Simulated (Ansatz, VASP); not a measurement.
**InP: VASP beside Ansatz**

File POSCAR:

```
InP
1.0
    0.0000000000      2.8799429557      2.8799429557
    2.8799429557      0.0000000000      2.8799429557
    2.8799429557      2.8799429557      0.0000000000
In P
1 1
Direct
    0.0000000000      0.0000000000      0.0000000000
    0.2500000000      0.2500000000      0.2500000000
```

Contents of INCAR.step1:

```
SYSTEM = InP
  PREC = Accurate
  ENCUT = 520
  ISMEAR = 0
  SIGMA = 0.01
  LREAL = .False.
  LASPH = .True.
  NELM = 100
  NBANDS = 16
  GGA = PE
  ALGO = Normal
  EDIFF = 1E-4
  LWAVE = .True.
  LCHARG = .False.
```

The input INCAR.step2:

```
SYSTEM = InP
  PREC = Accurate
  ENCUT = 520
  EDIFF = 1E-6
  ISMEAR = 0
  SIGMA = 0.01
  LREAL = .False.
  LASPH = .True.
  NELM = 100
  ALGO = Normal
  ISIF = 2
  LWAVE = .False.
  LCHARG = .False.
  METAGGA = R2SCAN
  LMIXTAU = .True.
  NBANDS = 16
  ISTART = 1
```

The input KPOINTS:

```
regular mesh
0
Gamma
  8 8 8
  0 0 0
```

Input for Ansatz:

```yaml
crystal:
  lattice:
    - [0.0, 2.8799429557, 2.8799429557]
    - [2.8799429557, 0.0, 2.8799429557]
    - [2.8799429557, 2.8799429557, 0.0]
  atoms:
    - { symbol: In, position: [0.0, 0.0, 0.0] }
    - { symbol: P, position: [0.25, 0.25, 0.25] }
kpoints:
  mp_grid: { grid: [8, 8, 8] }
  band_path:
    path:
      - [0.0, 0.0, 0.0]
      - [-0.5, -0.5, 0.0]
      - [-0.375, -0.375, 0.25]
      - [-0.375, 0.0, 0.375]
      - [0.0, 0.0, 0.5]
      - [-0.5, -0.25, 0.25]
    npoints: 1
hamiltonian:
  xc: r2scan
scf:
  occupations: { method: fixed }
  n_extra_bands: 4
output:
  forces: true
  stress: true
  eigenvalues: true
```

Change from the starting cell: hydrostatic strain -2.5%.

Alike in both runs: task single point; functional r2SCAN; k mesh 8 × 8 × 8; no spin polarisation.

```csv
,VASP,Ansatz
version,VASP 6.6.1,Ansatz 0.2.0
potentials or method,"VASP PAW PBE potentials, release 64 (In_d, P)","plane waves, PAW"
plane-wave cutoff (eV),520,500
occupations,"gaussian, width 0.01 eV",fixed
valence electrons in the cell,18,18
```

```csv
,VASP,Ansatz,Ansatz less VASP
gap on the k mesh at the Fermi level (eV),1.47,1.47,-0.007
pressure (GPa),6.0,6.1,+0.13
```

VASP's potentials were made for PBE, not for r2SCAN.
